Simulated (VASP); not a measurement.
# Sn2Ir in VASP: a series of runs, part 2 of 2

VASP 6.6.1. Earlier steps stand in the parts before.

## (4) Electric field gradients, LDA (equal xy, yz and zx shear strains of +1 %)

Contents of INCAR:

```
ALGO = Normal
EDIFF = 1E-8
ENCUT = 520
ISIF = 2
ISMEAR = -1
LASPH = True
LCHARG = False
LEFG = True
LREAL = False
LWAVE = False
NBANDS = 26
NELM = 100
PREC = Accurate
SIGMA = 0.03
```

Contents of KPOINTS:

```
k-points
0
Gamma
  10 10 10
```

Contents of POSCAR:

```
Sn2Ir
1.0
    0.0316900000      3.1848450000      3.1848450000
    3.1848450000      0.0316900000      3.1848450000
    3.1848450000      3.1848450000      0.0316900000
Sn Ir
2 1
Direct
    0.2500000000      0.2500000000      0.2500000000
    0.7500000000      0.7500000000      0.7500000000
    0.0000000000      0.0000000000      0.0000000000
```

Potentials or basis: VASP PAW LDA potentials, release 64 (Sn_d, Ir).

Command:

```bash
cat potpaw_LDA.64/Sn_d/POTCAR potpaw_LDA.64/Ir/POTCAR > POTCAR
mpirun -np 1 vasp_std > vasp.out
```

OUTCAR:

```text
EDIFF = 1E-8
   ENCUT = 520
   ISIF = 2
   ISMEAR = -1
   LASPH = True
   LREAL = False
   NELM = 100
   PREC = Accurate

 ion  position               nearest neighbor table
   1  0.250  0.250  0.250-   3 2.74   3 2.74   3 2.74   3 2.77   2 3.17   2 3.17   2 3.17   2 3.17
                             2 3.17   2 3.17
   2  0.750  0.750  0.750-   3 2.74   3 2.74   3 2.74   3 2.77   1 3.17   1 3.17   1 3.17   1 3.17
                             1 3.17   1 3.17
   3  0.000  0.000  0.000-   2 2.74   1 2.74   2 2.74   2 2.74   1 2.74   1 2.74   2 2.77   1 2.77

  LATTYP: Found a trigonal (rhomboedric) cell.
 ALAT       =     4.5041624753
 COS(alpha) =     0.5099250056

  Lattice vectors:

 A1 = (   0.0316900000,   3.1848450000,   3.1848450000)
 A2 = (   3.1848450000,   0.0316900000,   3.1848450000)
 A3 = (   3.1848450000,   3.1848450000,   0.0316900000)

Analysis of symmetry for initial positions (statically):
=====================================================================
 Subroutine PRICEL returns:
 Original cell was already a primitive cell.

 Routine SETGRP: Setting up the symmetry group for a
 trigonal (rhombohedral) supercell.

 Subroutine GETGRP returns: Found 12 space group operations
 (whereof 12 operations were pure point group operations)
 out of a pool of 12 trial point group operations.

The static configuration has the point symmetry D_3d.

Analysis of symmetry for dynamics (positions and initial velocities):
=====================================================================
 Subroutine PRICEL returns:
 Original cell was already a primitive cell.

 Routine SETGRP: Setting up the symmetry group for a
 trigonal (rhombohedral) supercell.

 Subroutine GETGRP returns: Found 12 space group operations
 (whereof 12 operations were pure point group operations)
 out of a pool of 12 trial point group operations.

The dynamic configuration has the point symmetry D_3d.

 Subroutine INISYM returns: Found 12 space group operations
 (whereof 12 operations are pure point group operations),
 and found     1 'primitive' translations

----------------------------------------------------------------------------------------

                                     Primitive cell

  volume of cell :      63.6450

  direct lattice vectors                    reciprocal lattice vectors
     0.031690000  3.184845000  3.184845000    -0.159356342  0.157786329  0.157786329
     3.184845000  0.031690000  3.184845000     0.157786329 -0.159356342  0.157786329
     3.184845000  3.184845000  0.031690000     0.157786329  0.157786329 -0.159356342

  length of vectors
     4.504162475  4.504162475  4.504162475     0.274203383  0.274203383  0.274203383

  position of ions in fractional coordinates (direct lattice)
     0.250000000  0.250000000  0.250000000
     0.750000000  0.750000000  0.750000000
     0.000000000  0.000000000  0.000000000

  ion indices of the primitive-cell ions
   primitive index   ion index
                 1           1
                 2           2
                 3           3

----------------------------------------------------------------------------------------

 KPOINTS: k-points
[... 76 lines left out ...]
   POTIM  = 0.5000    time-step for ionic-motion
   TEBEG  =    0.0;   TEEND  =   0.0 temperature during run
   PSTRESS=    0.0 pullay stress
   NELECT =      37.0000    total number of electrons
   NUPDOWN=      -1.0000    fix difference up-down
   EMIN   =  10.00;   EMAX   =-10.00  energy-range for DOS
   EFERMI =   0.00;   METHOD = LEGACY
   ISMEAR =    -1;   SIGMA  =   0.03  broadening in eV -4-tet -1-fermi 0-gaus
   EFERMI_NEDOS =   21; number of points for ismear=-14 and -15
   IALGO  =     38    algorithm
   IMIX   =      4    mixing-type and parameters
     AMIX     =   0.40;   BMIX     =  1.00
     AMIX_MAG =   1.60;   BMIX_MAG =  1.00
  volume/ion in A,a.u.               =      21.21       143.17
  Fermi-wavevector in a.u.,A,eV,Ry     =   1.366325  2.581980 25.399952  1.866844
  Thomas-Fermi vector in A             =   2.492475
   LORBIT       =      0    0 simple, 1 ext, 2 COOP (PROOUT), +10 PAW based schemes
   GGA     = CA    functional components
   LHFCALC =     F    Hartree Fock is set to
   AEXX    =    0.0000 exact exchange contribution
   IVDW    =     0    specifies the selected vdW correction
   LEPSILON=     F    determine dielectric tensor
   LRPA    =     F    only Hartree local field effects (RPA)
 non-spin polarized calculation
  energy-cutoff  :      520.00
  volume of cell :       63.64
 maximum number of plane-waves:      1737
 NGX is ok and might be reduce to    36

 number of electron      37.0000000 magnetization

 Free energy of the ion-electron system (eV)
  ---------------------------------------------------
  ext. energy  EPLUGINS =         0.00000000
  ---------------------------------------------------
  free energy    TOTEN  =       -20.24725570 eV

  energy without entropy =      -20.24258966  energy(sigma->0) =      -20.24492268

 E-fermi :   8.8026     XC(G=0): -11.6002

 val. band max:        8.7924408784   @ k =  -0.3000   0.2000   0.1000
 cond. band min:       8.8108713550   @ k =  -0.3000   0.1000   0.1000
 fundamental gap:      0.0184304766
 Fermi energy:         8.8026033099

 k-point     1 :       0.0000    0.0000    0.0000
  band No.  band energies     occupation
      1     -12.6421      2.00000
      2     -12.6421      2.00000
      3     -12.5244      2.00000
      4     -12.5229      2.00000
      5     -12.5229      2.00000
      6     -12.3612      2.00000
[... 685 lines left out ...]
     25      18.6012      0.00000
     26      18.9811      0.00000

 [... further k-points ...]
[... 5 lines left out ...]
  --------------------------------------------------------------------------------------
  -------------------------------------------------------------------------------------
  Total       -0.7007511     -0.7007511     -0.7007511     -0.1908674     -0.1908674     -0.1908674
  in kB      -17.6404682    -17.6404682    -17.6404682     -4.8048310     -4.8048310     -4.8048310
  external PRESSURE =     -17.6404682 kB  Pullay stress =       0.0000000 kB

 VOLUME and BASIS-vectors are now :
 -----------------------------------------------------------------------------
  energy-cutoff  :      520.00
  volume of cell :       63.64
      direct lattice vectors                 reciprocal lattice vectors
     0.031690000  3.184845000  3.184845000    -0.159356342  0.157786329  0.157786329
     3.184845000  0.031690000  3.184845000     0.157786329 -0.159356342  0.157786329
     3.184845000  3.184845000  0.031690000     0.157786329  0.157786329 -0.159356342

 POSITION                                       TOTAL-FORCE (eV/Angst)
 -----------------------------------------------------------------------------------
      1.60035      1.60035      1.60035        -0.068692     -0.068692     -0.068692
      4.80104      4.80104      4.80104         0.068692      0.068692      0.068692
      0.00000      0.00000      0.00000        -0.000000      0.000000     -0.000000
 -----------------------------------------------------------------------------------
    total drift:                                0.000000      0.000000      0.000000

  FREE ENERGIE OF THE ION-ELECTRON SYSTEM (eV)
  ---------------------------------------------------
  free  energy   TOTEN  =       -20.2472557031 eV

  energy  without entropy=      -20.2425896649  energy(sigma->0) =      -20.24492268

 Electric field gradients (V/A^2)
---------------------------------------------------------------------
 ion       V_xx      V_yy      V_zz      V_xy      V_xz      V_yz
---------------------------------------------------------------------
   1      -0.000    -0.000    -0.000     6.192     6.192     6.192
   2      -0.000     0.000    -0.000     6.192     6.192     6.192
   3       0.000     0.000     0.000     6.865     6.865     6.865
---------------------------------------------------------------------

 Electric field gradients after diagonalization (V/A^2)
 (convention: |V_zz| > |V_xx| > |V_yy|)
----------------------------------------------------------------------
 ion       V_xx      V_yy      V_zz     asymmetry (V_yy - V_xx)/ V_zz
----------------------------------------------------------------------
   1      -6.192    -6.192    12.385       0.000
   2      -6.192    -6.192    12.385       0.000
   3      -6.865    -6.865    13.731       0.000
----------------------------------------------------------------------

           NMR quadrupolar parameters

 Cq : quadrupolar parameter    Cq=e*Q*V_zz/h
 eta: asymmetry parameters     (V_yy - V_xx)/ V_zz
 Q  : nuclear electric quadrupole moment in mb (millibarn)
----------------------------------------------------------------------
 ion       Cq(MHz)       eta       Q (mb)
----------------------------------------------------------------------
   1       0.030       0.000       1.000
   2       0.030       0.000       1.000
   3       0.033       0.000       1.000
----------------------------------------------------------------------
```

It took 2.7 min on 1 thread of Intel Xeon Platinum 8259CL at 2.50GHz (Skylake/Cascade Lake), shared host; peak memory 0.3 GiB.

What came out:

| Quantity | Value |
| --- | --- |
| Free energy | -20.2473 eV |
| Pressure | -1.8 GPa |
| Largest force | 0.119 eV/Å |

Forces in eV/Å, atoms in the order of the input:
```
Sn  -0.069 -0.069 -0.069
Sn   0.069  0.069  0.069
Ir   0.000  0.000  0.000
```

Stress tensor (GPa, compression positive):
```
-1.76 -0.48 -0.48
-0.48 -1.76 -0.48
-0.48 -0.48 -1.76
```

Electric field gradients, principal values (V/Å²):
| atom | least | middle | greatest (by size) |
| --- | --- | --- | --- |
| 1 Sn | -6.192 | -6.192 | 12.385 |
| 2 Sn | -6.192 | -6.192 | 12.385 |
| 3 Ir | -6.865 | -6.865 | 13.731 |

Caveat: the cell differs from its parent crystal (equal xy, yz and zx shear strains of +1 %); without QUAD_EFG the Cq values of the log hold for a quadrupole moment of 1 mb, not for the nuclei; spin-orbit coupling is left out, which moves the levels of the heavy elements.

## (5) Electric field gradients, LDA (equal xy, yz and zx shear strains of +2 %)

Contents of INCAR:

```
  ALGO = Normal
  EDIFF = 1E-8
  ENCUT = 520
  ISIF = 2
  ISMEAR = -1
  LASPH = True
  LCHARG = False
  LEFG = True
  LREAL = False
  LWAVE = False
  NBANDS = 26
  NELM = 60
  PREC = Accurate
  SIGMA = 0.03
```

KPOINTS is that of step 4.

Contents of POSCAR:

```
Sn2Ir
1.0
    0.0633800000      3.2006900000      3.2006900000
    3.2006900000      0.0633800000      3.2006900000
    3.2006900000      3.2006900000      0.0633800000
Sn Ir
2 1
Direct
    0.2500000000      0.2500000000      0.2500000000
    0.7500000000      0.7500000000      0.7500000000
    0.0000000000      0.0000000000      0.0000000000
```

Potentials or basis: VASP PAW LDA potentials, release 64 (Sn_d, Ir).

Command:

```bash
cat potpaw_LDA.64/Sn_d/POTCAR potpaw_LDA.64/Ir/POTCAR > POTCAR
mpirun -np 1 vasp_std > vasp.out
```

OUTCAR:

```text
EDIFF = 1E-8
   ENCUT = 520
   ISIF = 2
   ISMEAR = -1
   LASPH = True
   LREAL = False
   NELM = 60
   PREC = Accurate

 ion  position               nearest neighbor table
   1  0.250  0.250  0.250-   3 2.73   3 2.73   3 2.73   3 2.80   2 3.17   2 3.17   2 3.17   2 3.17
                             2 3.17   2 3.17
   2  0.750  0.750  0.750-   3 2.73   3 2.73   3 2.73   3 2.80   1 3.17   1 3.17   1 3.17   1 3.17
                             1 3.17   1 3.17
   3  0.000  0.000  0.000-   2 2.73   2 2.73   2 2.73   1 2.73   1 2.73   1 2.73   2 2.80   1 2.80

  LATTYP: Found a trigonal (rhomboedric) cell.
 ALAT       =     4.5269029122
 COS(alpha) =     0.5197000882

  Lattice vectors:

 A1 = (   0.0633800000,   3.2006900000,   3.2006900000)
 A2 = (   3.2006900000,   0.0633800000,   3.2006900000)
 A3 = (   3.2006900000,   3.2006900000,   0.0633800000)

Analysis of symmetry for initial positions (statically):
=====================================================================
 Subroutine PRICEL returns:
 Original cell was already a primitive cell.

 Routine SETGRP: Setting up the symmetry group for a
 trigonal (rhombohedral) supercell.

 Subroutine GETGRP returns: Found 12 space group operations
 (whereof 12 operations were pure point group operations)
 out of a pool of 12 trial point group operations.

The static configuration has the point symmetry D_3d.

Analysis of symmetry for dynamics (positions and initial velocities):
=====================================================================
 Subroutine PRICEL returns:
 Original cell was already a primitive cell.

 Routine SETGRP: Setting up the symmetry group for a
 trigonal (rhombohedral) supercell.

 Subroutine GETGRP returns: Found 12 space group operations
[... 162 lines left out ...]
      1     -12.6393      2.00000
      2     -12.6393      2.00000
      3     -12.5235      2.00000
      4     -12.5191      2.00000
      5     -12.5191      2.00000
      6     -12.3598      2.00000
[... 685 lines left out ...]
     25      18.5762      0.00000
     26      18.9801      0.00000

 [... further k-points ...]
[... 5 lines left out ...]
  --------------------------------------------------------------------------------------
  -------------------------------------------------------------------------------------
  Total       -0.6530399     -0.6530399     -0.6530399     -0.3901500     -0.3901500     -0.3901500
  in kB      -16.4430735    -16.4430735    -16.4430735     -9.8236953     -9.8236953     -9.8236953
  external PRESSURE =     -16.4430735 kB  Pullay stress =       0.0000000 kB

 VOLUME and BASIS-vectors are now :
 -----------------------------------------------------------------------------
  energy-cutoff  :      520.00
  volume of cell :       63.63
      direct lattice vectors                 reciprocal lattice vectors
     0.063380000  3.200690000  3.200690000    -0.160934674  0.157809728  0.157809728
     3.200690000  0.063380000  3.200690000     0.157809728 -0.160934674  0.157809728
     3.200690000  3.200690000  0.063380000     0.157809728  0.157809728 -0.160934674

 POSITION                                       TOTAL-FORCE (eV/Angst)
 -----------------------------------------------------------------------------------
      1.61619      1.61619      1.61619        -0.128582     -0.128582     -0.128582
      4.84857      4.84857      4.84857         0.128582      0.128582      0.128582
      0.00000      0.00000      0.00000         0.000000      0.000000     -0.000000
 -----------------------------------------------------------------------------------
    total drift:                                0.000000      0.000000      0.000000

  FREE ENERGIE OF THE ION-ELECTRON SYSTEM (eV)
  ---------------------------------------------------
  free  energy   TOTEN  =       -20.2387899928 eV

  energy  without entropy=      -20.2350250144  energy(sigma->0) =      -20.23690750

 Electric field gradients (V/A^2)
---------------------------------------------------------------------
 ion       V_xx      V_yy      V_zz      V_xy      V_xz      V_yz
---------------------------------------------------------------------
   1       0.000    -0.000    -0.000    13.742    13.742    13.742
   2       0.000    -0.000    -0.000    13.742    13.742    13.742
   3       0.000     0.000    -0.000    16.388    16.388    16.388
---------------------------------------------------------------------

 Electric field gradients after diagonalization (V/A^2)
 (convention: |V_zz| > |V_xx| > |V_yy|)
----------------------------------------------------------------------
 ion       V_xx      V_yy      V_zz     asymmetry (V_yy - V_xx)/ V_zz
----------------------------------------------------------------------
   1     -13.742   -13.742    27.484       0.000
   2     -13.742   -13.742    27.484       0.000
   3     -16.388   -16.388    32.775       0.000
----------------------------------------------------------------------

           NMR quadrupolar parameters

 Cq : quadrupolar parameter    Cq=e*Q*V_zz/h
 eta: asymmetry parameters     (V_yy - V_xx)/ V_zz
 Q  : nuclear electric quadrupole moment in mb (millibarn)
----------------------------------------------------------------------
 ion       Cq(MHz)       eta       Q (mb)
----------------------------------------------------------------------
   1       0.066       0.000       1.000
   2       0.066       0.000       1.000
   3       0.079       0.000       1.000
----------------------------------------------------------------------
```

stdout:

```text
POSCAR found type information on POSCAR SnIr
 POSCAR found :  2 types and       3 ions
 scaLAPACK will be used
 LDA part: xc-table for (Slater(with rela. corr.)+CA(PZ))
 , standard interpolation
 POSCAR, INCAR and KPOINTS ok, starting setup
 FFT: planning ... GRIDC
 FFT: planning ... GRID_SOFT
 FFT: planning ... GRID
 WAVECAR not read
 entering main loop
ion   1

ion   2

ion   3
```

Run time: 2.7 min. Hardware: 1 thread of Intel Xeon Platinum 8259CL at 2.50GHz (Skylake/Cascade Lake), shared host; peak memory 0.3 GiB.

Results:

```yaml
Free_energy: -20.2388 eV
Pressure: -1.6 GPa
Largest_force: 0.223 eV/Å
```

Forces in eV/Å, atoms in the order of the input:
```
Sn  -0.129 -0.129 -0.129
Sn   0.129  0.129  0.129
Ir   0.000  0.000  0.000
```

Stress tensor (GPa, compression positive):
```
-1.64 -0.98 -0.98
-0.98 -1.64 -0.98
-0.98 -0.98 -1.64
```

Electric field gradients, principal values (V/Å²):
```csv
atom,least,middle,greatest (by size)
1 Sn,-13.742,-13.742,27.484
2 Sn,-13.742,-13.742,27.484
3 Ir,-16.388,-16.388,32.775
```

Caveat: the cell differs from its parent crystal (equal xy, yz and zx shear strains of +2 %); without QUAD_EFG the Cq values of the log hold for a quadrupole moment of 1 mb, not for the nuclei; spin-orbit coupling is left out, which moves the levels of the heavy elements.

## (6) The runs side by side

```tsv
task	cell	k mesh for the DOS	occupations for the DOS	gap on the mesh (eV)	pressure (GPa)	largest force (eV/Å)
electric field gradients	a = 4.482 Å, angles 60.0°, 3 atoms	-	-	none	-1.8	-
density of states	a = 4.482 Å, angles 60.0°, 3 atoms	15 × 15 × 15	tetrahedron	-	-	-
electric field gradients	a = 4.504 Å, angles 59.3°, 3 atoms	-	-	none	-1.8	0.12
electric field gradients	a = 4.527 Å, angles 58.7°, 3 atoms	-	-	none	-1.6	0.22
```

Alike in all rows: level LDA; potentials or basis VASP PAW LDA potentials, release 64 (Sn_d, Ir); no spin polarisation; k mesh 10 × 10 × 10; cutoff (eV) 520; smearing fermi-dirac 0.03 eV.

Caveats: spin-orbit coupling is left out, which moves the levels of the heavy elements.

Absolute energies hang on the potentials; compare differences alone.
